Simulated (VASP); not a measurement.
Wanted: the native input for a VASP 6.6.1 run.

```
Task                   : single point
Functional             : r2SCAN
Potentials or basis    : VASP PAW PBE potentials, release 64 (Cu)
Cutoff                 : 520 eV
k mesh                 : 24 × 24 × 24
Occupations            : gaussian, width 0.15 eV
Spin                   : no spin polarisation
Dipole correction      : no
Further INCAR settings : ALGO = Normal; EDIFF = 1e-06; NBANDS = 12
```

Crystal: Cu.

```
Cu
1.0
    -1.42115    1.42115    1.37608
     1.42115   -1.42115    1.37608
     1.42115    1.42115   -1.37608
Cu
1
Direct
  0.00000 0.00000 0.00000
```

This cell differs from its parent crystal: strain -0.015 along x and y, +0.000 along z.

The input as run:

POSCAR

```
Cu
1.0
   -1.4211514202      1.4211514202      1.3760814500
    1.4211514202     -1.4211514202      1.3760814500
    1.4211514202      1.4211514202     -1.3760814500
Cu
1
Direct
    0.0000000000      0.0000000000      0.0000000000
```

INCAR.step1

```
SYSTEM = Cu
ALGO     = Normal         ! electronic algorithm
EDIFF    = 1E-4           ! SCF threshold, eV
ENCUT    = 520            ! plane-wave cutoff, eV
GGA      = PE             ! functional
ISMEAR   = 0              ! smearing method
LASPH    = .TRUE.         ! aspherical terms in the spheres
LCHARG   = .FALSE.        ! write CHGCAR
LREAL    = .FALSE.        ! projectors in reciprocal space
LWAVE    = .TRUE.         ! write WAVECAR
NBANDS   = 12             ! bands
NELM     = 100            ! most SCF steps
PREC     = Accurate       ! precision mode
SIGMA    = 0.15           ! smearing width, eV
```

INCAR.step2

```
SYSTEM = Cu
ALGO     = Normal         ! electronic algorithm
EDIFF    = 1E-6           ! SCF threshold, eV
ENCUT    = 520            ! plane-wave cutoff, eV
ISIF     = 2              ! what is computed and relaxed
ISMEAR   = 0              ! smearing method
ISTART   = 1            
LASPH    = .TRUE.         ! aspherical terms in the spheres
LCHARG   = .TRUE.         ! write CHGCAR
LELF     = .TRUE.         ! ELF
LMIXTAU  = .TRUE.       
LREAL    = .FALSE.        ! projectors in reciprocal space
LVHAR    = .TRUE.       
LWAVE    = .FALSE.        ! write WAVECAR
METAGGA  = R2SCAN         ! meta-GGA
NBANDS   = 12             ! bands
NELM     = 100            ! most SCF steps
PREC     = Accurate       ! precision mode
SIGMA    = 0.15           ! smearing width, eV
```

KPOINTS

```
k-points
0
G
  24 24 24
  0 0 0
```

Potentials or basis: VASP PAW PBE potentials, release 64 (Cu).

Run with:

```bash
$ cat potpaw_PBE.64/Cu/POTCAR > POTCAR
$ cp INCAR.step1 INCAR
$ mpirun -np 1 vasp_std > vasp.out
$ cp INCAR.step2 INCAR
$ mpirun -np 1 vasp_std > vasp.out
```

It gave:

```json
{"Pressure": "6.2 GPa", "Band gap on the k mesh": "zero (an odd number of electrons rules out a gap without spin polarisation)"}
```

Caveat: the cell differs from its parent crystal (strain -0.015 along x and y, +0.000 along z); the cell stands under pressure; the PAW data sets were made with another functional, which shifts forces and pressure a little.

It took 8.3 min on 1 thread of Intel Xeon 8259CL, on a shared host, peak memory 0.24 GiB.
